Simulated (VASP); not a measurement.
**S: relaxation of cell and atoms with PBE**

S:

```xyz
4
Lattice="6.9933 0.0000 0.0000 0.1558 3.9037 0.0000 1.8110 0.5434 4.2142" Properties=species:S:1:pos:R:3 pbc="T T T"
S     3.0737    1.2368    1.2664
S     7.0149    3.8861    2.8320
S     1.7011    0.9028    1.1728
S     3.1773    3.9909    2.4921
```

The cell was generated, and may not be a known phase.

```yaml
Program: VASP 6.6.1
Task: relaxation of cell and atoms
Functional: PBE
Potentials_or_basis: VASP PAW PBE potentials, release 64 (S)
Cutoff: 500 eV
k_mesh: 4 × 4 × 4
Occupations: gaussian, width 0.1 eV
Spin: no spin polarisation
Dipole_correction: no
Further_INCAR_settings: ALGO = Normal; EDIFF = 1e-07; IBRION = 2; EDIFFG = -0.04; NSW = 90; ISIF = 3
```

```json
{
 "Relaxed volume": "33.46 Å³/atom",
 "Relaxed cell": "a = 8.123 Å, b = 3.559 Å, c = 5.195 Å, α = 75.62°, β = 66.94°, γ = 84.99°",
 "Space group after relaxing (to 0.1 Å)": "P1 (No. 1)",
 "Energy gained by relaxing": "3767.7 meV/atom",
 "Ionic steps": "84",
 "Pressure after relaxing": "0.0 GPa",
 "Largest force after relaxing": "0.039 eV/Å",
 "Band gap on the k mesh": "0.55 eV (least direct gap 0.57 eV)"
}
```

Forces on the atoms (eV/Å):
```
S   -0.032 -0.018 -0.011
S    0.004 -0.010 -0.004
S    0.005  0.011  0.008
S    0.024  0.017  0.007
```

Stress tensor (GPa, compression positive):
```
-0.06 -0.02  0.07
-0.02 -0.05 -0.01
 0.07 -0.01  0.00
```

Step by step:
| step | energy change (eV) | largest force (eV/Å) | pressure (GPa) | volume (Å³) |
| --- | --- | --- | --- | --- |
| 1 | 0.0000 | 56.9030 | 47.16 | 115.05 |
| 4 | -7.6729 | 3.3152 | -5.04 | 273.88 |
| 7 | -11.1648 | 2.9070 | -8.00 | 141.43 |
| 10 | -12.6911 | 3.4080 | -7.49 | 118.23 |
| 13 | -12.8536 | 3.2744 | -6.89 | 115.44 |
| 16 | -12.8714 | 3.2780 | -6.80 | 115.10 |
| 19 | -12.8735 | 3.2784 | -6.79 | 115.05 |
| 22 | -13.8308 | 1.6116 | 0.54 | 107.68 |
| 25 | -14.0189 | 1.9323 | 1.60 | 107.63 |
| 28 | -14.3755 | 1.9169 | -1.77 | 110.63 |
| 31 | -14.5694 | 0.8366 | 0.51 | 108.28 |
| 34 | -14.6259 | 2.9494 | 1.14 | 104.51 |
| 37 | -14.7768 | 1.0960 | -0.27 | 105.74 |
| 40 | -14.8335 | 0.7327 | -0.09 | 104.84 |
| 43 | -14.9099 | 0.5803 | 0.45 | 105.64 |
| 46 | -14.9417 | 0.3481 | 0.39 | 107.04 |
| 49 | -14.9925 | 0.2264 | 0.42 | 111.32 |
| 52 | -15.0342 | 0.2227 | -0.18 | 118.90 |
| 55 | -15.0464 | 0.2014 | 0.16 | 121.15 |
| 58 | -15.0508 | 0.3522 | -0.18 | 122.86 |
| 61 | -15.0600 | 0.2048 | 0.10 | 125.27 |
| 64 | -15.0647 | 0.1366 | 0.35 | 127.04 |
| 67 | -15.0676 | 0.0931 | -0.09 | 129.57 |
| 70 | -15.0684 | 0.0477 | 0.06 | 129.78 |
| 73 | -15.0689 | 0.1102 | -0.10 | 130.63 |
| 76 | -15.0692 | 0.0707 | -0.05 | 130.72 |
| 79 | -15.0700 | 0.0636 | 0.03 | 132.07 |
| 82 | -15.0706 | 0.0933 | -0.07 | 133.27 |
| 84 | -15.0709 | 0.0386 | -0.04 | 133.84 |

Final structure:
```
S
1.0
     8.11943    0.16177   -0.18861
     0.24699    3.53804    0.29057
     2.12921    0.76523    4.67658
S
4
Direct
  0.45255 0.34551 0.31236
  0.83153 0.95574 0.66486
  0.05968 0.06148 0.34572
  0.26791 0.94673 0.51925
```

Levels at points of the mesh, in eV from the valence-band top:
```tsv
k point	band 8	band 9	band 10	band 11	band 12	band 13	band 14	band 15	band 16
(0.00, 0.00, 0.00)	-3.08	-2.22	-1.71	-1.32	-0.98	1.13	2.07	3.62	3.76
(0.50, 0.00, 0.00)	-3.07	-2.32	-1.70	-1.37	-0.81	1.13	2.30	2.96	4.08
(0.00, 0.50, 0.00)	-4.09	-3.49	-1.77	-0.96	-0.62	0.83	2.26	3.37	4.87
(0.50, 0.50, 0.00)	-3.93	-3.51	-1.91	-1.05	-0.49	1.02	2.20	3.78	4.03
(0.00, 0.00, 0.50)	-3.07	-2.29	-1.66	-1.53	-0.73	1.16	2.66	3.40	4.58
(0.50, 0.00, 0.50)	-3.03	-2.39	-1.76	-1.38	-0.43	1.16	2.44	3.75	4.16
(0.00, 0.50, 0.50)	-3.96	-3.47	-1.84	-1.22	-0.61	1.02	2.27	3.54	4.31
(0.50, 0.50, 0.50)	-4.10	-3.30	-2.00	-1.03	-0.47	0.85	2.39	3.22	4.77
```

It took 32 min on 1 thread of Intel(R) Xeon(R) 6975P-C (Granite Rapids), with other jobs on the host, peak memory 0.25 GiB.

Caveat: the volume moved by over 15 % at a fixed basis, so the end points are rough; semilocal functionals underestimate gaps, and a narrow one can read as zero. A k mesh can miss the band edges.
